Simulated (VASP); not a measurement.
# CuO (C2/c) in VASP: a series of runs

The runs below take CuO through single point, relaxation of cell and atoms, with revPBE, PBEsol.

All numbers are computed with VASP 6.6.1; they aren't measurements. Logs are shortened: lines on timing, memory, paths and dates and some standing lists are left out, and cuts for length are marked.

## Step 1: The cell of the first run

It takes space group C2/c (No. 15, monoclinic). Conventional cell: a = 4.776 Å, b = 3.490 Å, c = 5.229 Å, α = 90.00°, β = 99.54°, γ = 90.00°. Within 2.6 Å of Cu (site symmetry -1) lie 4 O at 1.99 to 2.00 Å. O (site symmetry 2) has 4 Cu at 1.99 to 2.00 Å and 2 O at 2.68 Å within 2.7 Å.

## Step 2: Single point, revPBE

INCAR reads:

```
  PREC = Accurate
  ENCUT = 820
  EDIFF = 1E-6
  ISMEAR = -1
  SIGMA = 0.05
  LREAL = False
  LASPH = True
  NELM = 120
  ALGO = Normal
  ISIF = 2
  LWAVE = False
  LCHARG = False
  GGA = RE
  NBANDS = 33
  GGA_COMPAT = False
```

KPOINTS reads:

```
Automatic mesh
0
Gamma
  10 10 5
```

POSCAR reads:

```
CuO
1.0
    2.3877802882     -1.7448634230      0.0000000000
    2.3877802882      1.7448634230      0.0000000000
   -0.8666988638      0.0000000000      5.1570684890
Cu O
2 2
Direct
    0.5000000000      0.0000000000      0.5000000000
    0.0000000000      0.5000000000      0.0000000000
    0.4184000000      0.5816000000      0.7500000000
    0.5816000000      0.4184000000      0.2500000000
```

Potentials or basis: VASP PAW PBE potentials, release 64 (Cu_sv_GW, O).

Command:

```console
$ cat potpaw_PBE.64/Cu_sv_GW/POTCAR potpaw_PBE.64/O/POTCAR > POTCAR
$ mpirun -np 1 vasp_std > vasp.out
```

OUTCAR:

```text
PREC = Accurate
   ENCUT = 820
   EDIFF = 1E-6
   ISMEAR = -1
   LREAL = False
   LASPH = True
   NELM = 120
   ISIF = 2
   GGA = RE

 ion  position               nearest neighbor table
   1  0.500  0.000  0.500-   3 1.99   4 1.99   4 2.00   3 2.00
   2  0.000  0.500  0.000-   4 1.99   3 1.99   4 2.00   3 2.00
   3  0.418  0.582  0.750-   2 1.99   1 1.99   2 2.00   1 2.00
   4  0.582  0.418  0.250-   1 1.99   2 1.99   2 2.00   1 2.00

  LATTYP: Found a base centered monoclinic cell.
 ALAT       =     4.7755605764
 B/A-ratio  =     0.7307470589
 C/A-ratio  =     1.0950317057
 COS(beta)  =    -0.1657361228

  Lattice vectors:

 A1 = (   2.3877802882,  -1.7448634230,   0.0000000000)
 A2 = (   2.3877802882,   1.7448634230,   0.0000000000)
 A3 = (  -0.8666988638,   0.0000000000,   5.1570684890)

Analysis of symmetry for initial positions (statically):
=====================================================================
 Subroutine PRICEL returns:
 Original cell was already a primitive cell.

 Routine SETGRP: Setting up the symmetry group for a
 base centered monoclinic supercell.

 Subroutine GETGRP returns: Found  4 space group operations
 (whereof  2 operations were pure point group operations)
 out of a pool of  4 trial point group operations.

The static configuration has the point symmetry S_2 .
 The point group associated with its full space group is C_2h.

Analysis of symmetry for dynamics (positions and initial velocities):
=====================================================================
 Subroutine PRICEL returns:
 Original cell was already a primitive cell.

 Routine SETGRP: Setting up the symmetry group for a
 base centered monoclinic supercell.

 Subroutine GETGRP returns: Found  4 space group operations
 (whereof  2 operations were pure point group operations)
 out of a pool of  4 trial point group operations.

The dynamic configuration has the point symmetry S_2 .
 The point group associated with its full space group is C_2h.

 Subroutine INISYM returns: Found  4 space group operations
 (whereof  2 operations are pure point group operations),
 and found     1 'primitive' translations

----------------------------------------------------------------------------------------

                                     Primitive cell

  volume of cell :      42.9723

  direct lattice vectors                    reciprocal lattice vectors
     2.387780288 -1.744863423  0.000000000     0.209399501 -0.286555379  0.035191759
     2.387780288  1.744863423  0.000000000     0.209399501  0.286555379  0.035191759
    -0.866698864  0.000000000  5.157068489     0.000000000  0.000000000  0.193908613

[... 89 lines left out ...]
   EDIFFG = 0.1E-04   stopping-criterion for IOM
   NSW    =      0    number of steps for IOM
   IBRION =     -1    ionic relax: 0-MD 1-quasi-New 2-CG
   NFREE  =      0    steps in history (QN), initial steepest desc. (CG)
   ISIF   =      2    stress and relaxation
   ISYM   =      2    0-nonsym 1-usesym 2-fastsym
   POTIM  = 0.5000    time-step for ionic-motion
   TEBEG  =    0.0;   TEEND  =   0.0 temperature during run
   PSTRESS=    0.0 pullay stress
   NELECT =      50.0000    total number of electrons
   NUPDOWN=      -1.0000    fix difference up-down
   EMIN   =  10.00;   EMAX   =-10.00  energy-range for DOS
   EFERMI =   0.00;   METHOD = LEGACY
   ISMEAR =    -1;   SIGMA  =   0.05  broadening in eV -4-tet -1-fermi 0-gaus
   EFERMI_NEDOS =   21; number of points for ismear=-14 and -15
   IALGO  =     38    algorithm
   IMIX   =      4    mixing-type and parameters
     AMIX     =   0.40;   BMIX     =  1.00
     AMIX_MAG =   1.60;   BMIX_MAG =  1.00
  volume/ion in A,a.u.               =      10.74        72.50
  Fermi-wavevector in a.u.,A,eV,Ry     =   1.721876  3.253874 40.339339  2.964858
  Thomas-Fermi vector in A             =   2.798046
   LORBIT       =      0    0 simple, 1 ext, 2 COOP (PROOUT), +10 PAW based schemes
   GGA     = RE    functional components
   LHFCALC =     F    Hartree Fock is set to
   AEXX    =    0.0000 exact exchange contribution
   IVDW    =     0    specifies the selected vdW correction
   LEPSILON=     F    determine dielectric tensor
   LRPA    =     F    only Hartree local field effects (RPA)
 non-spin polarized calculation
  energy-cutoff  :      820.00
  volume of cell :       42.97
 maximum number of plane-waves:      2313
   NGX = 13   NGY = 13   NGZ = 25

 number of electron      49.9999995 magnetization

 Free energy of the ion-electron system (eV)
  ---------------------------------------------------
  ext. energy  EPLUGINS =         0.00000000
  ---------------------------------------------------
  free energy    TOTEN  =       -18.25329009 eV

  energy without entropy =      -18.23315094  energy(sigma->0) =      -18.24322051

 E-fermi :   5.1089     XC(G=0): -11.7538

 val. band max:        5.1032168239   @ k =   0.5000   0.2000   0.4000
 cond. band min:       5.1126989115   @ k =   0.5000  -0.0000  -0.0000
 fundamental gap:      0.0094820876
 Fermi energy:         5.1089316450

 k-point     1 :       0.0000    0.0000    0.0000
  band No.  band energies     occupation
      1    -107.4147      2.00000
      2    -107.4142      2.00000
      3     -64.8861      2.00000
      4     -64.8860      2.00000
      5     -64.8596      2.00000
      6     -64.8532      2.00000
[... 853 lines left out ...]
     32      18.0662      0.00000
     33      19.2695      0.00000

 [... further k-points ...]

------------------------ aborting loop because EDIFF is reached ----------------------------------------

  FORCE on cell =-STRESS in cart. coord.  units (eV):
  Direction    XX          YY          ZZ          XY          YZ          ZX
  --------------------------------------------------------------------------------------
  -------------------------------------------------------------------------------------
  Total       -0.3755625      0.4815549     -0.8066446      0.0000000      0.0000000     -0.0457978
  in kB      -14.0024508     17.9542678    -30.0748931      0.0000000      0.0000000     -1.7075229
  external PRESSURE =      -8.7076921 kB  Pullay stress =       0.0000000 kB

 VOLUME and BASIS-vectors are now :
 -----------------------------------------------------------------------------
  energy-cutoff  :      820.00
  volume of cell :       42.97
      direct lattice vectors                 reciprocal lattice vectors
     2.387780288 -1.744863423  0.000000000     0.209399501 -0.286555379  0.035191759
     2.387780288  1.744863423  0.000000000     0.209399501  0.286555379  0.035191759
    -0.866698864  0.000000000  5.157068489     0.000000000  0.000000000  0.193908613

 POSITION                                       TOTAL-FORCE (eV/Angst)
 -----------------------------------------------------------------------------------
      0.76054     -0.87243      2.57853         0.000000     -0.000000     -0.000000
      1.19389      0.87243      0.00000         0.000000      0.000000     -0.000000
      1.73776      0.28476      3.86780        -0.000000     -0.374082      0.000000
      2.17111     -0.28476      1.28927        -0.000000      0.374082     -0.000000
 -----------------------------------------------------------------------------------
    total drift:                                0.000000      0.000000      0.000000

  FREE ENERGIE OF THE ION-ELECTRON SYSTEM (eV)
  ---------------------------------------------------
  free  energy   TOTEN  =       -18.2532900919 eV

  energy  without entropy=      -18.2331509354  energy(sigma->0) =      -18.24322051
```

OSZICAR:

```text
N       E                     dE             d eps       ncg     rms          rms(c)
DAV:   1     0.106924148399E+04    0.10692E+04   -0.40304E+04 14448   0.584E+03
DAV:   2     0.902737028971E+02   -0.97897E+03   -0.94089E+03 15512   0.139E+03
DAV:   3    -0.186441577001E+02   -0.10892E+03   -0.10641E+03 17782   0.507E+02
DAV:   4    -0.240941841569E+02   -0.54500E+01   -0.54219E+01 15282   0.129E+02
DAV:   5    -0.242705256294E+02   -0.17634E+00   -0.17617E+00 16020   0.205E+01    0.172E+01
DAV:   6    -0.228817342280E+02    0.13888E+01   -0.45679E+01 16332   0.330E+02    0.168E+01
DAV:   7    -0.181923254124E+02    0.46894E+01   -0.15736E+01 15172   0.282E+02    0.368E+00
DAV:   8    -0.182673878526E+02   -0.75062E-01   -0.14198E+00 15412   0.142E+01    0.189E+00
DAV:   9    -0.182559463739E+02    0.11441E-01   -0.60982E-02 17500   0.119E+01    0.567E-01
DAV:  10    -0.182530416594E+02    0.29047E-02   -0.95058E-03 16868   0.608E+00    0.130E-01
DAV:  11    -0.182533303169E+02   -0.28866E-03   -0.12353E-03 15988   0.626E-01    0.726E-02
DAV:  12    -0.182532870555E+02    0.43261E-04   -0.28790E-04 16052   0.413E-01    0.141E-02
DAV:  13    -0.182532883256E+02   -0.12701E-05   -0.21650E-05 15876   0.187E-01    0.882E-03
DAV:  14    -0.182532897677E+02   -0.14421E-05   -0.22513E-06  8956   0.103E-01    0.199E-03
DAV:  15    -0.182532900919E+02   -0.32421E-06   -0.26631E-07  6700   0.356E-02
   1 F= -.18253290E+02 E0= -.18243221E+02  d E =-.201392E-01
```

It took 3.7 min on 1 thread of AMD EPYC 9R45 (Zen 5), shared host; peak memory 0.45 GiB.

What came out:

| Quantity | Value |
| --- | --- |
| Free energy | -18.2533 eV |
| Pressure | -0.9 GPa |
| Largest force | 0.374 eV/Å |
| Band gap on the k mesh | zero (bands 25 and 26 overlap by 0.59 eV) |

Forces on the atoms (eV/Å):
```
Cu   0.000  0.000  0.000
Cu   0.000  0.000  0.000
O    0.000 -0.374  0.000
O    0.000  0.374  0.000
```

Levels at points of the mesh, in eV from the Fermi level:
```csv
k point,band 23,band 24,band 25,band 26,band 27,band 28
"(0.00, 0.00, 0.00)",-2.00,-1.55,0.20,0.89,1.52,5.98
"(0.50, 0.00, 0.00)",-1.40,-1.32,0.00,0.26,4.89,6.07
"(0.50, 0.50, 0.00)",-1.60,-1.14,-0.62,1.00,3.50,6.89
```

Caveat: the PAW data sets were made with another functional, which shifts forces and pressure a little; semilocal functionals often make such compounds metallic where correlation or magnetic order opens a gap, which also shifts bond lengths. With open d or f shells a metallic result of revPBE can be an artefact of self-interaction; +U or a hybrid may open a gap.

## Step 3: Relaxation of cell and atoms, PBEsol

This run uses another cell than the first one, of 10.13 Å³/atom.

INCAR reads:

```
SYSTEM = CuO
  ALGO = Normal
  EDIFF = 1E-7
  EDIFFG = -0.01
  ENCUT = 600
  GGA = PS
  IBRION = 2
  ISIF = 3
  ISMEAR = -1
  LASPH = .TRUE.
  LCHARG = .FALSE.
  LREAL = .FALSE.
  LWAVE = .FALSE.
  NELM = 80
  NSW = 60
  PREC = Accurate
  SIGMA = 0.05
```

KPOINTS reads:

```
k-points
0
G
  10 10 5
  0 0 0
```

POSCAR reads:

```
CuO
1.0
    2.3418500000     -1.7113000000      0.0000000000
    2.3418500000      1.7113000000      0.0000000000
   -0.8500274268      0.0000000000      5.0578693947
Cu O
2 2
Direct
    0.5000000000      0.0000000000      0.5000000000
    0.0000000000      0.5000000000      0.0000000000
    0.4184000000      0.5816000000      0.7500000000
    0.5816000000      0.4184000000      0.2500000000
```

Potentials or basis: VASP PAW PBE potentials, release 64 (Cu, O).

Command:

```console
$ cat potpaw_PBE.64/Cu/POTCAR potpaw_PBE.64/O/POTCAR > POTCAR
$ mpirun -np 1 vasp_std > vasp.out
```

It took 17 min on 1 thread of Intel Xeon 6975P-C (Granite Rapids), shared host; peak memory 0.29 GiB.

It converged, with:

| Quantity | Value |
| --- | --- |
| Free energy | -21.4803 eV |
| Relaxed volume | 10.68 Å³/atom |
| Relaxed cell | a = 2.896 Å, b = 2.896 Å, c = 5.100 Å, α = 90.45°, β = 90.45°, γ = 87.24° |
| Space group after relaxing (to 0.1 Å) | Cccm (No. 66) |
| Energy gained by relaxing | 31.3 meV/atom |
| Ionic steps | 28 |
| Pressure after relaxing | 0.0 GPa |
| Largest force after relaxing | 0.007 eV/Å |
| Band gap on the k mesh | zero (bands 17 and 18 overlap by 0.94 eV) |

Forces on the atoms (eV/Å):
```
Cu   0.000  0.000  0.000
Cu   0.000  0.000  0.000
O    0.000 -0.007  0.000
O    0.000  0.007  0.000
```

Stress tensor (GPa, compression positive):
```
-0.10  0.00 -0.02
 0.00 -0.09  0.00
-0.02  0.00  0.15
```

The path:
```csv
step,energy change (eV),largest force (eV/Å),pressure (GPa),volume (Å³)
1,0.0000,0.3213,-2.14,40.54
2,-0.0122,0.1595,2.27,39.75
3,-0.0124,0.1768,1.81,39.83
4,-0.0228,0.1028,1.29,40.11
5,-0.0319,0.0501,0.50,40.65
6,-0.0430,0.0030,-0.37,41.04
7,-0.0641,0.1126,-2.66,42.15
8,-0.0597,0.2408,-6.62,44.22
9,-0.0698,0.1488,-3.83,42.76
10,-0.0759,0.1493,-3.38,42.75
11,-0.0904,0.1529,-2.08,42.69
12,-0.1027,0.1740,0.50,42.51
13,-0.1074,0.1482,0.29,42.58
14,-0.1164,0.0658,-0.40,42.77
15,-0.1088,0.1186,-1.95,43.08
16,-0.1179,0.0149,-0.77,42.86
17,-0.1193,0.0091,0.00,42.65
18,-0.1195,0.0051,0.53,42.51
19,-0.1203,0.0204,0.28,42.54
20,-0.1206,0.0377,-0.03,42.58
21,-0.1206,0.0345,0.00,42.58
22,-0.1211,0.0368,0.02,42.59
23,-0.1223,0.0431,0.02,42.63
24,-0.1238,0.0570,-0.02,42.71
25,-0.1230,0.0889,-0.24,42.83
26,-0.1241,0.0676,-0.09,42.75
27,-0.1247,0.0402,-0.06,42.74
28,-0.1250,0.0068,-0.01,42.73
```

Final structure:
```
Cu O
1.0
     2.09142   -1.99814    0.15042
     2.09142    1.99814    0.15042
    -0.42116    0.00000    5.08260
Cu O
2 2
Direct
  0.50000 0.00000 0.50000
  0.00000 0.50000 0.00000
  0.49652 0.50348 0.75000
  0.50348 0.49652 0.25000
```

Levels at points of the mesh, in eV from the Fermi level:
| k point | band 13 | band 14 | band 15 | band 16 | band 17 | band 18 | band 19 | band 20 | band 21 |
| --- | --- | --- | --- | --- | --- | --- | --- | --- | --- |
| (0.00, 0.00, 0.00) | -2.47 | -2.46 | -2.37 | -1.96 | 0.66 | 0.78 | 1.48 | 6.04 | 7.43 |
| (0.50, 0.00, 0.00) | -2.33 | -1.95 | -1.61 | -1.54 | 0.25 | 0.49 | 3.55 | 5.99 | 6.55 |
| (0.50, 0.50, 0.00) | -2.42 | -2.41 | -1.63 | -1.22 | -1.19 | 1.20 | 1.94 | 7.18 | 9.52 |

Caveat: the PAW data sets were made with another functional, which shifts forces and pressure a little; semilocal functionals often make such compounds metallic where correlation or magnetic order opens a gap, which also shifts bond lengths. Zero-point motion and thermal expansion aren't in these numbers.
